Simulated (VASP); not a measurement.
# Ta5W in VASP: single point with PBE

Aim: the single point of Ta5W with PBE.

All numbers are computed with VASP 6.6.1; they aren't measurements. Logs are shortened: lines on timing, memory, paths and dates and some standing lists are left out, and cuts for length are marked.

## 1. The cell of the first run

The cell holds a slab with vacuum, 6 atoms: a = 3.320 Å, b = 3.320 Å, c = 24.299 Å, α = 90.00°, β = 90.00°, γ = 90.00°.

## 2. Single point, PBE

Input file INCAR:

```
ALGO = Normal ; DIPOL = 0.5 0.5 0.500
EDIFF = 1E-6 ; ENCUT = 520
GGA = PE ; IDIPOL = 3
ISIF = 2 ; ISMEAR = -1
LASPH = True ; LCHARG = False
LDIPOL = True ; LREAL = False
LWAVE = False ; NBANDS = 44
NELM = 60 ; PREC = Accurate
SIGMA = 0.08
```

Input file KPOINTS:

```
k-points
0
Gamma
  12 12 1
```

Input file POSCAR:

```
Ta5W
1.0
    3.3195547167      0.0000000000      0.0000000000
    0.0000000000      3.3195547167      0.0000000000
    0.0000000000      0.0000000000     24.2989000000
Ta W
5 1
Direct
    0.2500000000      0.2500000000      0.3367527524
    0.7500000000      0.7500000000      0.3967757330
    0.7500000000      0.7500000000      0.5356042204
    0.2500000000      0.2500000000      0.6032242507
    0.7500000000      0.7500000000      0.6632472199
    0.2500000000      0.2500000000      0.4643958235
```

Potentials or basis: VASP PAW PBE potentials, release 64 (Ta_pv, W_sv).

The run is started by

```
$ cat potpaw_PBE.64/Ta_pv/POTCAR potpaw_PBE.64/W_sv/POTCAR > POTCAR
$ mpirun -np 1 vasp_std > vasp.out
```

OUTCAR:

```text
EDIFF = 1E-6
   ENCUT = 520
   GGA = PE
   ISIF = 2
   ISMEAR = -1
   LASPH = True
   LREAL = False
   NELM = 60
   PREC = Accurate

 ion  position               nearest neighbor table
   1  0.250  0.250  0.337-   2 2.76   2 2.76   2 2.76   2 2.76   6 3.10
   2  0.750  0.750  0.397-   1 2.76   1 2.76   1 2.76   1 2.76   6 2.87   6 2.87   6 2.87   6 2.87
                             3 3.37
   3  0.750  0.750  0.536-   4 2.87   4 2.87   4 2.87   4 2.87   6 2.92   6 2.92   6 2.92   6 2.92
                             5 3.10   2 3.37
   4  0.250  0.250  0.603-   5 2.76   5 2.76   5 2.76   5 2.76   3 2.87   3 2.87   3 2.87   3 2.87
                             6 3.37
   5  0.750  0.750  0.663-   4 2.76   4 2.76   4 2.76   4 2.76   3 3.10
   6  0.250  0.250  0.464-   2 2.87   2 2.87   2 2.87   2 2.87   3 2.92   3 2.92   3 2.92   3 2.92
                             1 3.10   4 3.37

  LATTYP: Found a simple tetragonal cell.
 ALAT       =     3.3195547167
 C/A-ratio  =     7.3199275426

  Lattice vectors:

 A1 = (   3.3195547167,   0.0000000000,   0.0000000000)
 A2 = (   0.0000000000,   3.3195547167,   0.0000000000)
 A3 = (   0.0000000000,   0.0000000000,  24.2989000000)

Analysis of symmetry for initial positions (statically):
=====================================================================
 Subroutine PRICEL returns:
 Original cell was already a primitive cell.

 Routine SETGRP: Setting up the symmetry group for a
 simple tetragonal supercell.

 Subroutine GETGRP returns: Found  8 space group operations
 (whereof  2 operations were pure point group operations)
 out of a pool of 16 trial point group operations.

The static configuration has the point symmetry C_1h.
 The point group associated with its full space group is C_4v.

Analysis of symmetry for dynamics (positions and initial velocities):
=====================================================================
 Subroutine PRICEL returns:
 Original cell was already a primitive cell.

 Routine SETGRP: Setting up the symmetry group for a
 simple tetragonal supercell.

 Subroutine GETGRP returns: Found  8 space group operations
 (whereof  2 operations were pure point group operations)
 out of a pool of 16 trial point group operations.

The dynamic configuration has the point symmetry C_1h.
 The point group associated with its full space group is C_4v.

 Subroutine INISYM returns: Found  8 space group operations
 (whereof  2 operations are pure point group operations),
 and found     1 'primitive' translations

----------------------------------------------------------------------------------------

                                     Primitive cell

  volume of cell :     267.7604

  direct lattice vectors                    reciprocal lattice vectors
     3.319554717  0.000000000  0.000000000     0.301245223  0.000000000  0.000000000
     0.000000000  3.319554717  0.000000000     0.000000000  0.301245223  0.000000000
     0.000000000  0.000000000 24.298900000     0.000000000  0.000000000  0.041154126

  length of vectors
     3.319554717  3.319554717 24.298900000     0.301245223  0.301245223  0.041154126

  position of ions in fractional coordinates (direct lattice)
     0.250000000  0.250000000  0.336752752
     0.750000000  0.750000000  0.396775733
     0.750000000  0.750000000  0.535604220
     0.250000000  0.250000000  0.603224251
     0.750000000  0.750000000  0.663247220
     0.250000000  0.250000000  0.464395823

  ion indices of the primitive-cell ions
   primitive index   ion index
                 1           1
                 2           2
                 3           3
                 4           4
                 5           5
                 6           6

----------------------------------------------------------------------------------------

 KPOINTS: k-points

Automatic generation of k-mesh.
 Grid dimensions read from file:
 generate k-points for:   12   12    1

 Generating k-lattice:

  Cartesian coordinates                     Fractional coordinates (reciprocal lattice)
     0.025103769  0.000000000  0.000000000     0.083333333  0.000000000  0.000000000
     0.000000000  0.025103769  0.000000000     0.000000000  0.083333333  0.000000000
     0.000000000  0.000000000  0.041154126     0.000000000  0.000000000  1.000000000

  Length of vectors
     0.025103769  0.025103769  0.041154126

  Shift w.r.t. Gamma in fractional coordinates (k-lattice)
     0.000000000  0.000000000  0.000000000

 Subroutine IBZKPT returns following result:
 ===========================================

 Found     28 irreducible k-points:

 Following reciprocal coordinates:
            Coordinates               Weight
  0.000000  0.000000  0.000000      1.000000
  0.083333  0.000000  0.000000      4.000000
  0.166667  0.000000  0.000000      4.000000
  0.250000  0.000000  0.000000      4.000000
  0.333333  0.000000  0.000000      4.000000
  0.416667  0.000000  0.000000      4.000000
[... 16 lines left out ...]
  0.333333  0.333333  0.000000      4.000000
  0.416667  0.333333  0.000000      8.000000
 [... further k-points ...]
   k-points           NKPTS =     28   k-points in BZ     NKDIM =     28   number of bands    NBANDS=     44
   number of dos      NEDOS =    301   number of ions     NIONS =      6
   total plane-waves  NPLWV = 150528
   dimension x,y,z NGX =    28 NGY =   28 NGZ =  192
   dimension x,y,z NGXF=    56 NGYF=   56 NGZF=  384
   ions per type =               5   1
   NGX,Y,Z   is equivalent  to a cutoff of  14.02, 14.02, 13.14 a.u.
   NGXF,Y,Z  is equivalent  to a cutoff of  28.05, 28.05, 26.27 a.u.
 SYSTEM =  unknown system
   PREC   = accura    normal or accurate (medium, high low for compatibility)
   ISTART =      0    job   : 0-new  1-cont  2-samecut
   ICHARG =      2    charge: 1-file 2-atom 10-const
   ISPIN  =      1    spin polarized calculation?
   LNONCOLLINEAR =      F non collinear calculations
   LSORBIT =      F    spin-orbit coupling
   LASPH  =      T    aspherical Exc in radial PAW
   ENCUT  =  520.0 eV  38.22 Ry    6.18 a.u.   6.17  6.17 45.18*2*pi/ulx,y,z
   NELM   =     60;   NELMIN=  2; NELMDL= -5     # of ELM steps
   EDIFF  = 0.1E-05   stopping-criterion for ELM
   LREAL  =      F    real-space projection
   EDIFFG = 0.1E-04   stopping-criterion for IOM
   NSW    =      0    number of steps for IOM
   IBRION =     -1    ionic relax: 0-MD 1-quasi-New 2-CG
   NFREE  =      0    steps in history (QN), initial steepest desc. (CG)
   ISIF   =      2    stress and relaxation
   ISYM   =      2    0-nonsym 1-usesym 2-fastsym
   POTIM  = 0.5000    time-step for ionic-motion
   TEBEG  =    0.0;   TEEND  =   0.0 temperature during run
   PSTRESS=    0.0 pullay stress
   NELECT =      69.0000    total number of electrons
   NUPDOWN=      -1.0000    fix difference up-down
   EMIN   =  10.00;   EMAX   =-10.00  energy-range for DOS
   EFERMI =   0.00;   METHOD = LEGACY
   ISMEAR =    -1;   SIGMA  =   0.08  broadening in eV -4-tet -1-fermi 0-gaus
   EFERMI_NEDOS =   21; number of points for ismear=-14 and -15
   IALGO  =     38    algorithm
   IMIX   =      4    mixing-type and parameters
     AMIX     =   0.40;   BMIX     =  1.00
     AMIX_MAG =   1.60;   BMIX_MAG =  1.00
  volume/ion in A,a.u.               =      44.63       301.16
  Fermi-wavevector in a.u.,A,eV,Ry     =   1.041779  1.968678 14.766462  1.085304
  Thomas-Fermi vector in A             =   2.176415
   LORBIT       =      0    0 simple, 1 ext, 2 COOP (PROOUT), +10 PAW based schemes
   GGA     = PE    functional components
   LHFCALC =     F    Hartree Fock is set to
   AEXX    =    0.0000 exact exchange contribution
   IVDW    =     0    specifies the selected vdW correction
   LEPSILON=     F    determine dielectric tensor
   LRPA    =     F    only Hartree local field effects (RPA)
 non-spin polarized calculation
  energy-cutoff  :      520.00
  volume of cell :      267.76
 maximum number of plane-waves:      7264
 NGX is ok and might be reduce to    28
   NGX = 13   NGY = 13   NGZ = 91

 dipolmoment           0.000000      0.000000     -0.024369 electrons x Angstroem

 number of electron      68.9999995 magnetization

 dipolmoment           0.000000      0.000000      0.001669 electrons x Angstroem

 Free energy of the ion-electron system (eV)
  ---------------------------------------------------
  ext. energy  EPLUGINS =         0.00000000
  ---------------------------------------------------
  free energy    TOTEN  =       -68.46980183 eV

  energy without entropy =      -68.35181840  energy(sigma->0) =      -68.41081011

 E-fermi :   0.4625     XC(G=0):  -6.0761

 val. band max:        0.4525634215   @ k =   0.4167   0.0833   0.0000
 cond. band min:       0.4631095035   @ k =   0.2500   0.0833   0.0000
 fundamental gap:      0.0105460820
 Fermi energy:         0.4625371020

 k-point     1 :       0.0000    0.0000    0.0000
  band No.  band energies     occupation
      1     -73.1809      2.00000
      2     -37.3930      2.00000
      3     -37.2955      2.00000
      4     -37.2955      2.00000
      5     -34.3644      2.00000
      6     -34.2464      2.00000
[... 36 lines left out ...]
     43       2.3838      0.00000
     44       3.3941      0.00000

 k-point     2 :       0.0833    0.0000    0.0000
  band No.  band energies     occupation
      1     -73.1806      2.00000
      2     -37.3929      2.00000
      3     -37.3052      2.00000
      4     -37.2941      2.00000
      5     -34.3683      2.00000
      6     -34.2531      2.00000
[... 36 lines left out ...]
     43       2.5803      0.00000
     44       2.9993      0.00000

 k-point     3 :       0.1667    0.0000    0.0000
  band No.  band energies     occupation
      1     -73.1798      2.00000
      2     -37.3928      2.00000
      3     -37.3315      2.00000
      4     -37.2901      2.00000
      5     -34.3798      2.00000
      6     -34.2724      2.00000
[... 36 lines left out ...]
     43       2.6665      0.00000
     44       3.2781      0.00000

 k-point     4 :       0.2500    0.0000    0.0000
  band No.  band energies     occupation
      1     -73.1788      2.00000
      2     -37.3928      2.00000
      3     -37.3671      2.00000
      4     -37.2847      2.00000
      5     -34.3975      2.00000
      6     -34.3011      2.00000
[... 882 lines left out ...]
     43       3.3339      0.00000
     44       3.6644      0.00000

 k-point    23 :       0.3333    0.3333    0.0000
  band No.  band energies     occupation
      1     -73.1746      2.00000
      2     -37.3927      2.00000
      3     -37.3903      2.00000
      4     -37.3735      2.00000
      5     -34.4015      2.00000
      6     -34.3691      2.00000
[... 36 lines left out ...]
     43       3.6754      0.00000
     44       3.6993      0.00000

 k-point    24 :       0.4167    0.3333    0.0000
  band No.  band energies     occupation
      1     -73.1738      2.00000
      2     -37.4183      2.00000
      3     -37.3890      2.00000
      4     -37.3689      2.00000
      5     -34.4117      2.00000
      6     -34.3966      2.00000
[... 36 lines left out ...]
     43       3.6860      0.00000
     44       3.8126      0.00000

 [... further k-points ...]

------------------------ aborting loop because EDIFF is reached ----------------------------------------

 vacuum level on the upper side and lower side of the slab       (xc-potential included)        -0.150        -0.187

  FORCE on cell =-STRESS in cart. coord.  units (eV):
  Direction    XX          YY          ZZ          XY          YZ          ZX
  --------------------------------------------------------------------------------------
  -------------------------------------------------------------------------------------
  Total       -4.9864436     -4.9864436     -3.3017312      0.0000000      0.0000000     -0.0000000
  in kB      -29.8370044    -29.8370044    -19.7563183      0.0000000      0.0000000     -0.0000000
  external PRESSURE =     -26.4767757 kB  Pullay stress =       0.0000000 kB

 VOLUME and BASIS-vectors are now :
 -----------------------------------------------------------------------------
  energy-cutoff  :      520.00
  volume of cell :      267.76
      direct lattice vectors                 reciprocal lattice vectors
     3.319554717  0.000000000  0.000000000     0.301245223  0.000000000  0.000000000
     0.000000000  3.319554717  0.000000000     0.000000000  0.301245223  0.000000000
     0.000000000  0.000000000 24.298900000     0.000000000  0.000000000  0.041154126

 POSITION                                       TOTAL-FORCE (eV/Angst)
 -----------------------------------------------------------------------------------
      0.82989      0.82989      8.18272         0.000000     -0.000000     -0.251731
      2.48967      2.48967      9.64121        -0.000000     -0.000000      1.341313
      2.48967      2.48967     13.01459         0.000000      0.000000     -0.916493
      0.82989      0.82989     14.65769        -0.000000      0.000000     -0.154970
      2.48967      2.48967     16.11618        -0.000000     -0.000000      0.055779
      0.82989      0.82989     11.28431        -0.000000     -0.000000     -0.073898
 -----------------------------------------------------------------------------------
    total drift:                                0.000000      0.000000      0.000104

  FREE ENERGIE OF THE ION-ELECTRON SYSTEM (eV)
  ---------------------------------------------------
  free  energy   TOTEN  =       -68.4698018268 eV

  energy  without entropy=      -68.3518183985  energy(sigma->0) =      -68.41081011

 vacuum level on the upper side and lower side of the slab         4.103         4.062
```

Wall time 22 min (1 thread of Intel Xeon 8259CL, shared host); peak memory 0.56 GiB.

What came out:

```yaml
Free_energy: -68.4698 eV
Largest_force: 1.341 eV/Å
Band_gap_on_the_k_mesh: zero (an odd number of electrons rules out a gap without spin polarisation)
```

Forces in eV/Å, atoms in the order of the input:
```
Ta   0.000  0.000 -0.252
Ta   0.000  0.000  1.341
Ta   0.000  0.000 -0.916
Ta   0.000  0.000 -0.155
Ta   0.000  0.000  0.056
W    0.000  0.000 -0.074
```

Levels at points of the mesh, in eV from the Fermi level:
```
           k point  band 32  band 33  band 34  band 35  band 36  band 37  band 38  band 39
(0.00, 0.00, 0.00)    -0.11    -0.03     0.11     0.56     0.56     0.65     0.74     0.74
(0.50, 0.00, 0.00)    -0.98    -0.91     0.07     0.11     0.20     0.44     1.19     1.59
(0.50, 0.50, 0.00)    -1.06    -1.06     0.03     0.03     1.91     1.91     2.22     2.22
```

Caveat: spin-orbit coupling is left out, which moves the levels of the heavy elements.
